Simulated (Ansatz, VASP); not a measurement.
**Sb2S: VASP beside Ansatz**

```
Sb S
1.0
    -2.59342    2.59342    3.02199
     2.59342   -2.59342    3.02199
     2.59342    2.59342   -3.02199
Sb S
2 1
Direct
  0.25000 0.75000 0.50000
  0.75000 0.25000 0.50000
  0.00000 0.00000 0.00000
```

Change from the starting cell: species swapped into the HfH2 type (I4/mmm, No. 139).

Alike in both runs: functional PBE; k mesh 12 × 12 × 12; occupations gaussian, width 0.1 eV; no spin polarisation.

Ansatz relaxed the structure, and its values are those at the end. VASP's run is a single point on that final structure, the one shown.

|  | VASP | Ansatz |
| --- | --- | --- |
| version | VASP 6.6.1 | Ansatz 0.2.0 |
| potentials or method | VASP PAW PBE potentials, release 64 (Sb, S), cutoff 520 eV | scalar-relativistic, plane waves, PAW |
| valence electrons in the cell | 16 | 36 |

```tsv
	VASP	Ansatz	Ansatz less VASP
gap on the k mesh at the Fermi level (eV)	none	none	-
pressure (GPa)	-0.2	0.0	+0.17
```

A gap of «none» marks a metal or a gap that the smearing closes. With one functional, cell and mesh, what is left measures potentials, basis and numerics. VASP's potentials hold 16 valence electrons a cell and Ansatz's 36, so a difference there can come from the potentials and not from the codes.

Neither program's run includes spin-orbit coupling.
